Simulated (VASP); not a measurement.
Write the native input for VASP 6.6.1 that does the following.

- Task: single point
- Functional: PBE
- Potentials or basis: VASP PAW PBE potentials, release 64 (Sr_sv, Sn_d, N)
- Cutoff: 520 eV
- k mesh: 8 × 8 × 8
- Occupations: fermi-dirac, width 0.01 eV
- Spin: no spin polarisation
- Dipole correction: no
- Further INCAR settings: ALGO = Normal; EDIFF = 1e-06; NBANDS = 30

The structure of Sr2SnN2 lies in POSCAR:

```
Sr2SnN2
1.0
   -1.9743577610      1.9743577610      7.0624048584
    1.9743577610     -1.9743577610      7.0624048584
    1.9743577610      1.9743577610     -7.0624048584
Sr Sn N
2 1 2
Direct
    0.1601385000      0.1601385000      0.0000000000
    0.8398615000      0.8398615000      0.0000000000
    0.5000000000      0.5000000000      0.0000000000
    0.6524670000      0.6524670000      0.0000000000
    0.3475330000      0.3475330000      0.0000000000
```

One way to write it, as run:

INCAR

```
SYSTEM = Sr2SnN2
ALGO = Normal
EDIFF = 1E-6
ENCUT = 520
GGA = PE
ISIF = 2
ISMEAR = -1
LASPH = .True.
LCHARG = .True.
LELF = .True.
LREAL = .False.
LVHAR = .True.
LWAVE = .False.
NBANDS = 30
NELM = 100
PREC = Accurate
SIGMA = 0.01
```

KPOINTS

```
k-points
0
Gamma
  8 8 8
  0 0 0
```

Potentials or basis: VASP PAW PBE potentials, release 64 (Sr_sv, Sn_d, N).

Run with:

```bash
$ cat potpaw_PBE.64/Sr_sv/POTCAR potpaw_PBE.64/Sn_d/POTCAR potpaw_PBE.64/N/POTCAR > POTCAR
$ mpirun -np 1 vasp_std > vasp.out
```

Results of the run:

```json
{"Pressure": "-4.8 GPa", "Largest force": "0.297 eV/Å", "Band gap on the k mesh": "zero (bands 22 and 23 overlap by 0.13 eV)"}
```

Caveat: the cell stands under tension; spin-orbit coupling is left out, which moves the levels of the heavy elements.

Run time: 16 min on 1 thread of Intel Xeon 8259CL, with other jobs on the host, peak memory 0.52 GiB.
